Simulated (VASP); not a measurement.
# BeCdF4 (P4/mmm) in VASP: notebook

Runs on BeCdF4. Level: PBE. Tasks: single point, relaxation of cell and atoms.

All numbers are computed with VASP 6.6.1; they aren't measurements. Logs are shortened: lines on timing, memory, paths and dates and some standing lists are left out, and cuts for length are marked.

## (1) The cell of the first run

Symmetry: P4/mmm, No. 123, tetragonal system. Conventional cell: a = 2.998 Å, b = 2.998 Å, c = 9.222 Å, α = 90.00°, β = 90.00°, γ = 90.00°. Within 2.8 Å of Be (site symmetry 4/mmm) lie 4 F at 2.12 Å. Within 2.8 Å of Cd (site symmetry 4/mmm) lie 4 F at 2.12 Å. F (site symmetry 4/mmm) has 4 Cd at 2.12 Å and 2 F at 2.30 Å within 2.8 Å. F (site symmetry 4mm) has 6 F at 2.30 to 3.00 Å within 3.0 Å. Within 2.8 Å of F (site symmetry 4/mmm) lie 4 Be at 2.12 Å and 2 F at 2.31 Å.

The cell was generated, and may not be a known phase.

## (2) Single point, PBE

Input file INCAR:

```
SYSTEM = BeCdF4
ALGO = Normal
EDIFF = 1E-6
ENCUT = 520
GGA = PE
ISIF = 2
ISMEAR = 0
LASPH = .True.
LCHARG = .False.
LREAL = .False.
LWAVE = .False.
NBANDS = 30
NELM = 80
PREC = Accurate
SIGMA = 0.1
```

Input file KPOINTS:

```
k-points
0
Gamma
  12 12 4
  0 0 0
```

Input file POSCAR:

```
BeCdF4
1.0
    2.9981343796      0.0000000000      0.0000000000
    0.0000000000      2.9981343796      0.0000000000
    0.0000000000      0.0000000000      9.2220224869
Be Cd F
1 1 4
Direct
    0.5000000000      0.5000000000      0.5000000000
    0.5000000000      0.5000000000      0.0000000000
    0.0000000000      0.0000000000      0.0000000000
    0.0000000000      0.0000000000      0.7505573278
    0.0000000000      0.0000000000      0.2494426722
    0.0000000000      0.0000000000      0.5000000000
```

Potentials or basis: VASP PAW PBE potentials, release 64 (Be, Cd, F).

Run with:

```
cat potpaw_PBE.64/Be/POTCAR potpaw_PBE.64/Cd/POTCAR potpaw_PBE.64/F/POTCAR > POTCAR
mpirun -np 1 vasp_std > vasp.out
```

OUTCAR:

```text
SYSTEM = BeCdF4
   EDIFF = 1E-6
   ENCUT = 520
   GGA = PE
   ISIF = 2
   ISMEAR = 0
   LASPH = .True.
   LREAL = .False.
   NELM = 80
   PREC = Accurate

 ion  position               nearest neighbor table
   1  0.500  0.500  0.500-   6 2.12   6 2.12   6 2.12   6 2.12
   2  0.500  0.500  0.000-   3 2.12   3 2.12   3 2.12   3 2.12
   3  0.000  0.000  0.000-   2 2.12   2 2.12   2 2.12   2 2.12
   4  0.000  0.000  0.751-
   5  0.000  0.000  0.249-
   6  0.000  0.000  0.500-   1 2.12   1 2.12   1 2.12   1 2.12

  LATTYP: Found a simple tetragonal cell.
 ALAT       =     2.9981343796
 C/A-ratio  =     3.0759203289

  Lattice vectors:

 A1 = (   2.9981343796,   0.0000000000,   0.0000000000)
 A2 = (   0.0000000000,   2.9981343796,   0.0000000000)
 A3 = (   0.0000000000,   0.0000000000,   9.2220224869)

Analysis of symmetry for initial positions (statically):
=====================================================================
 Subroutine PRICEL returns:
 Original cell was already a primitive cell.

 Routine SETGRP: Setting up the symmetry group for a
 simple tetragonal supercell.

 Subroutine GETGRP returns: Found 16 space group operations
 (whereof 16 operations were pure point group operations)
 out of a pool of 16 trial point group operations.

The static configuration has the point symmetry D_4h.

Analysis of symmetry for dynamics (positions and initial velocities):
=====================================================================
 Subroutine PRICEL returns:
 Original cell was already a primitive cell.

 Routine SETGRP: Setting up the symmetry group for a
 simple tetragonal supercell.

 Subroutine GETGRP returns: Found 16 space group operations
 (whereof 16 operations were pure point group operations)
 out of a pool of 16 trial point group operations.

The dynamic configuration has the point symmetry D_4h.

 Subroutine INISYM returns: Found 16 space group operations
 (whereof 16 operations are pure point group operations),
 and found     1 'primitive' translations

----------------------------------------------------------------------------------------

                                     Primitive cell

  volume of cell :      82.8950

[... 95 lines left out ...]
   NELM   =     80;   NELMIN=  2; NELMDL= -5     # of ELM steps
   EDIFF  = 0.1E-05   stopping-criterion for ELM
   LREAL  =      F    real-space projection
   EDIFFG = 0.1E-04   stopping-criterion for IOM
   NSW    =      0    number of steps for IOM
   IBRION =     -1    ionic relax: 0-MD 1-quasi-New 2-CG
   NFREE  =      0    steps in history (QN), initial steepest desc. (CG)
   ISIF   =      2    stress and relaxation
   ISYM   =      2    0-nonsym 1-usesym 2-fastsym
   POTIM  = 0.5000    time-step for ionic-motion
   TEBEG  =    0.0;   TEEND  =   0.0 temperature during run
   PSTRESS=    0.0 pullay stress
   NELECT =      42.0000    total number of electrons
   NUPDOWN=      -1.0000    fix difference up-down
   EMIN   =  10.00;   EMAX   =-10.00  energy-range for DOS
   EFERMI =   0.00;   METHOD = LEGACY
   ISMEAR =     0;   SIGMA  =   0.10  broadening in eV -4-tet -1-fermi 0-gaus
   EFERMI_NEDOS =   21; number of points for ismear=-14 and -15
   IALGO  =     38    algorithm
   IMIX   =      4    mixing-type and parameters
     AMIX     =   0.40;   BMIX     =  1.00
     AMIX_MAG =   1.60;   BMIX_MAG =  1.00
  volume/ion in A,a.u.               =      13.82        93.23
  Fermi-wavevector in a.u.,A,eV,Ry     =   1.305114  2.466308 23.175113  1.703323
  Thomas-Fermi vector in A             =   2.436005
   LORBIT       =      0    0 simple, 1 ext, 2 COOP (PROOUT), +10 PAW based schemes
   GGA     = PE    functional components
   LHFCALC =     F    Hartree Fock is set to
   AEXX    =    0.0000 exact exchange contribution
   IVDW    =     0    specifies the selected vdW correction
   LEPSILON=     F    determine dielectric tensor
   LRPA    =     F    only Hartree local field effects (RPA)
 non-spin polarized calculation
 Gauss-broadening in eV      SIGMA  =   0.10
  energy-cutoff  :      520.00
  volume of cell :       82.90
 maximum number of plane-waves:      2258
 NGX is ok and might be reduce to    24
   NGX = 11   NGY = 11   NGZ = 35

 number of electron      41.9999985 magnetization

 Free energy of the ion-electron system (eV)
  ---------------------------------------------------
  ext. energy  EPLUGINS =         0.00000000
  ---------------------------------------------------
  free energy    TOTEN  =       -17.85208273 eV

  energy without entropy =      -17.84622047  energy(sigma->0) =      -17.84915160

 E-fermi :   0.0828     XC(G=0):  -9.2632

 val. band max:        0.0459384909   @ k =   0.5000   0.5000   0.0000
 cond. band min:       0.0933766250   @ k =   0.0833   0.0833   0.0000
 fundamental gap:      0.0474381341
 Fermi energy:         0.0828262985

 k-point     1 :       0.0000    0.0000    0.0000
  band No.  band energies     occupation
      1     -25.0697      2.00000
      2     -24.5528      2.00000
      3     -19.4238      2.00000
      4     -19.3442      2.00000
      5      -8.9880      2.00000
      6      -7.7797      2.00000
[... 781 lines left out ...]
     29      10.1578      0.00000
     30      12.5714      0.00000

 [... further k-points ...]

------------------------ aborting loop because EDIFF is reached ----------------------------------------

  FORCE on cell =-STRESS in cart. coord.  units (eV):
  Direction    XX          YY          ZZ          XY          YZ          ZX
  --------------------------------------------------------------------------------------
  -------------------------------------------------------------------------------------
  Total        0.4705811      0.4705811     -0.1080618      0.0000000      0.0000000     -0.0000000
  in kB        9.0952940      9.0952940     -2.0885968      0.0000000      0.0000000     -0.0000000
  external PRESSURE =       5.3673304 kB  Pullay stress =       0.0000000 kB

 VOLUME and BASIS-vectors are now :
 -----------------------------------------------------------------------------
  energy-cutoff  :      520.00
  volume of cell :       82.90
      direct lattice vectors                 reciprocal lattice vectors
     2.998134380  0.000000000  0.000000000     0.333540753  0.000000000  0.000000000
     0.000000000  2.998134380  0.000000000     0.000000000  0.333540753  0.000000000
     0.000000000  0.000000000  9.222022487     0.000000000  0.000000000  0.108436083

 POSITION                                       TOTAL-FORCE (eV/Angst)
 -----------------------------------------------------------------------------------
      1.49907      1.49907      4.61101        -0.000000     -0.000000      0.000000
      1.49907      1.49907      0.00000        -0.000000     -0.000000      0.000000
      0.00000      0.00000      0.00000        -0.000000     -0.000000      0.000000
      0.00000      0.00000      6.92166        -0.000000      0.000000     -0.010502
      0.00000      0.00000      2.30037         0.000000     -0.000000      0.010502
      0.00000      0.00000      4.61101        -0.000000     -0.000000      0.000000
 -----------------------------------------------------------------------------------
    total drift:                                0.000000     -0.000000     -0.000000

  FREE ENERGIE OF THE ION-ELECTRON SYSTEM (eV)
  ---------------------------------------------------
  free  energy   TOTEN  =       -17.8520827284 eV

  energy  without entropy=      -17.8462204744  energy(sigma->0) =      -17.84915160
```

stdout:

```text
POSCAR found type information on POSCAR BeCdF
 POSCAR found :  3 types and       6 ions
 scaLAPACK will be used
 LDA part: xc-table for (Slater+PW92), standard interpolation
 POSCAR, INCAR and KPOINTS ok, starting setup
 FFT: planning ... GRIDC
 FFT: planning ... GRID_SOFT
 FFT: planning ... GRID
 WAVECAR not read
 entering main loop
```

It took 2.3 min on 1 thread of Intel Xeon Platinum 8259CL at 2.50GHz (Skylake/Cascade Lake), shared host; peak memory 0.31 GiB.

What came out:

| Property | Result |
| --- | --- |
| Free energy | -17.8521 eV |
| Pressure | 0.5 GPa |
| Largest force | 0.011 eV/Å |
| Band gap on the k mesh | zero (bands 21 and 22 overlap by 0.19 eV) |

Forces in eV/Å, atoms in the order of the input:
```
Be   0.000  0.000  0.000
Cd   0.000  0.000  0.000
F    0.000  0.000  0.000
F    0.000  0.000 -0.011
F    0.000  0.000  0.011
F    0.000  0.000  0.000
```

Caveat: semilocal functionals underestimate gaps, and a narrow one can read as zero.

## (3) Single point, PBE, collinear spin

This run uses another cell than the first one, of 12.95 Å³/atom.

Input file INCAR:

```
PREC = Accurate ; ENCUT = 520
EDIFF = 1E-6 ; ISMEAR = 0
SIGMA = 0.1 ; LREAL = F
LASPH = T ; NELM = 150
ALGO = Normal ; ISIF = 2
LWAVE = F ; LCHARG = F
ISPIN = 2 ; MAGMOM = 0 0 1 1 1 1
LORBIT = 11 ; GGA = PE
NBANDS = 34
```

Input file KPOINTS:

```
Automatic mesh
0
Gamma
  6 6 2
```

Input file POSCAR:

```
BeCdF4
1.0
    3.0459997400      0.0000000000      0.0000000000
    0.0000000000      3.0459997400      0.0000000000
    0.0000000000      0.0000000000      8.3770579700
Be Cd F
1 1 4
Direct
    0.5000000000      0.5000000000      0.5000000000
    0.5000000000      0.5000000000      0.0000000000
    0.0000000000      0.0000000000      0.0000000000
    0.0000000000      0.0000000000      0.7052116400
    0.0000000000      0.0000000000      0.2947883600
    0.0000000000      0.0000000000      0.5000000000
```

Potentials or basis: VASP PAW PBE potentials, release 64 (Be, Cd, F).

Run with:

```
cat potpaw_PBE.64/Be/POTCAR potpaw_PBE.64/Cd/POTCAR potpaw_PBE.64/F/POTCAR > POTCAR
mpirun -np 1 vasp_std > vasp.out
```

OUTCAR:

```text
PREC = Accurate
   ENCUT = 520
   EDIFF = 1E-6
   ISMEAR = 0
   LREAL = F
   LASPH = T
   NELM = 150
   ISIF = 2
   ISPIN = 2
   LORBIT = 11
   GGA = PE

 ion  position               nearest neighbor table
   1  0.500  0.500  0.500-
   2  0.500  0.500  0.000-   3 2.15   3 2.15   3 2.15   3 2.15
   3  0.000  0.000  0.000-   2 2.15   2 2.15   2 2.15   2 2.15
   4  0.000  0.000  0.705-   6 1.72
   5  0.000  0.000  0.295-   6 1.72
   6  0.000  0.000  0.500-   4 1.72   5 1.72

  LATTYP: Found a simple tetragonal cell.
 ALAT       =     3.0459997400
 C/A-ratio  =     2.7501834160

  Lattice vectors:

 A1 = (   3.0459997400,   0.0000000000,   0.0000000000)
 A2 = (   0.0000000000,   3.0459997400,   0.0000000000)
 A3 = (   0.0000000000,   0.0000000000,   8.3770579700)

Analysis of symmetry for initial positions (statically):
=====================================================================
[... 1650 lines left out ...]
  -------------------------------------------------------------------------------------
  Total        2.1324780      2.1324780     20.3371532      0.0000000      0.0000000      0.0000000
  in kB       43.9586043     43.9586043    419.2272446      0.0000000      0.0000000      0.0000000
  external PRESSURE =     169.0481511 kB  Pullay stress =       0.0000000 kB

 VOLUME and BASIS-vectors are now :
 -----------------------------------------------------------------------------
  energy-cutoff  :      520.00
  volume of cell :       77.72
      direct lattice vectors                 reciprocal lattice vectors
     3.045999740  0.000000000  0.000000000     0.328299437  0.000000000  0.000000000
     0.000000000  3.045999740  0.000000000     0.000000000  0.328299437  0.000000000
     0.000000000  0.000000000  8.377057970     0.000000000  0.000000000  0.119373652

 POSITION                                       TOTAL-FORCE (eV/Angst)
 -----------------------------------------------------------------------------------
      1.52300      1.52300      4.18853         0.000000      0.000000      0.000000
      1.52300      1.52300      0.00000         0.000000      0.000000      0.000000
      0.00000      0.00000      0.00000         0.000000      0.000000      0.000000
      0.00000      0.00000      5.90760         0.000000      0.000000      5.758034
      0.00000      0.00000      2.46946         0.000000     -0.000000     -5.758034
      0.00000      0.00000      4.18853         0.000000      0.000000      0.000000
 -----------------------------------------------------------------------------------
    total drift:                                0.000000     -0.000000     -0.000000

  FREE ENERGIE OF THE ION-ELECTRON SYSTEM (eV)
  ---------------------------------------------------
  free  energy   TOTEN  =       -15.0546244302 eV

  energy  without entropy=      -15.0482491124  energy(sigma->0) =      -15.05143677

 total charge

# of ion       s       p       d       tot
------------------------------------------
    1        0.279   0.157   0.000   0.435
    2        0.380   0.201   9.663  10.243
    3        1.768   4.343   0.000   6.111
    4        1.760   4.255   0.000   6.015
    5        1.760   4.255   0.000   6.015
    6        1.789   4.216   0.000   6.005
--------------------------------------------------
tot          7.735  17.427   9.663  34.825

 magnetization (x)

# of ion       s       p       d       tot
------------------------------------------
    1        0.001   0.005   0.000   0.006
    2        0.002   0.002   0.000   0.004
    3        0.001  -0.008   0.000  -0.007
    4       -0.005  -0.242   0.000  -0.248
    5       -0.005  -0.242   0.000  -0.248
    6       -0.001  -0.308   0.000  -0.309
--------------------------------------------------
tot         -0.007  -0.795   0.000  -0.801
```

OSZICAR:

```text
N       E                     dE             d eps       ncg     rms          rms(c)
DAV:   1     0.303806224102E+03    0.30381E+03   -0.22348E+04  2720   0.120E+03
DAV:   2    -0.268002888245E+01   -0.30649E+03   -0.28720E+03  3062   0.316E+02
DAV:   3    -0.188005105125E+02   -0.16120E+02   -0.16012E+02  3196   0.776E+01
DAV:   4    -0.188948656161E+02   -0.94355E-01   -0.94316E-01  2992   0.638E+00
DAV:   5    -0.188954437148E+02   -0.57810E-03   -0.57805E-03  3154   0.437E-01    0.207E+01
DAV:   6    -0.142511154402E+02    0.46443E+01   -0.24851E+01  2838   0.367E+01    0.110E+01
DAV:   7    -0.149800015885E+02   -0.72889E+00   -0.54527E+00  2798   0.128E+01    0.576E+00
DAV:   8    -0.150267221471E+02   -0.46721E-01   -0.63939E-01  2818   0.493E+00    0.343E+00
DAV:   9    -0.150317115058E+02   -0.49894E-02   -0.30042E-01  2870   0.338E+00    0.151E+00
DAV:  10    -0.150494786662E+02   -0.17767E-01   -0.40772E-02  2876   0.119E+00    0.700E-01
DAV:  11    -0.150537156565E+02   -0.42370E-02   -0.76472E-03  2956   0.499E-01    0.323E-01
DAV:  12    -0.150544585237E+02   -0.74287E-03   -0.23390E-03  2954   0.257E-01    0.102E-01
DAV:  13    -0.150545721293E+02   -0.11361E-03   -0.58360E-04  3072   0.122E-01    0.406E-02
DAV:  14    -0.150546103860E+02   -0.38257E-04   -0.68808E-05  2964   0.525E-02    0.187E-02
DAV:  15    -0.150546211007E+02   -0.10715E-04   -0.13689E-05  2880   0.208E-02    0.130E-02
DAV:  16    -0.150546237081E+02   -0.26074E-05   -0.18973E-06  2608   0.873E-03    0.708E-03
DAV:  17    -0.150546244302E+02   -0.72208E-06   -0.88048E-07  2240   0.582E-03
   1 F= -.15054624E+02 E0= -.15051437E+02  d E =-.637532E-02  mag=    -0.8214
```

stdout:

```text
POSCAR found type information on POSCAR BeCdF
 POSCAR found :  3 types and       6 ions
 scaLAPACK will be used
 LDA part: xc-table for (Slater+PW92), standard interpolation
 POSCAR, INCAR and KPOINTS ok, starting setup
 FFT: planning ... GRIDC
 FFT: planning ... GRID_SOFT
 FFT: planning ... GRID
 WAVECAR not read
 entering main loop
```

It took 77 s on 1 thread of Intel Xeon Platinum 8259CL at 2.50GHz (Skylake/Cascade Lake), shared host; peak memory 0.25 GiB.

Results:

* Free energy: -15.0546 eV
* Pressure: 16.9 GPa
* Largest force: 5.758 eV/Å
* Net moment: -0.82 μB per cell
* Site moments: Be +0.01; Cd +0.00; F -0.01, -0.25, -0.31 (each value once) μB
* Valence electrons inside the program's atomic spheres: Be 0.43; Cd 10.24; F 6.11, 6.01, 6.00 (each value once)

Forces on the atoms (eV/Å):
```
Be   0.000  0.000  0.000
Cd   0.000  0.000  0.000
F    0.000  0.000  0.000
F    0.000  0.000  5.758
F    0.000  0.000 -5.758
F    0.000  0.000  0.000
```

Caveat: the k points lie up to 0.38 Å⁻¹ apart; a moment this small can come from the mesh or the smearing; forces of over 1 eV/Å act on the atoms, so gaps and moduli don't describe the material at rest.

[end of part 1 of 2]

The gap in the log of VASP goes by the Fermi energy; the results here count the filled bands.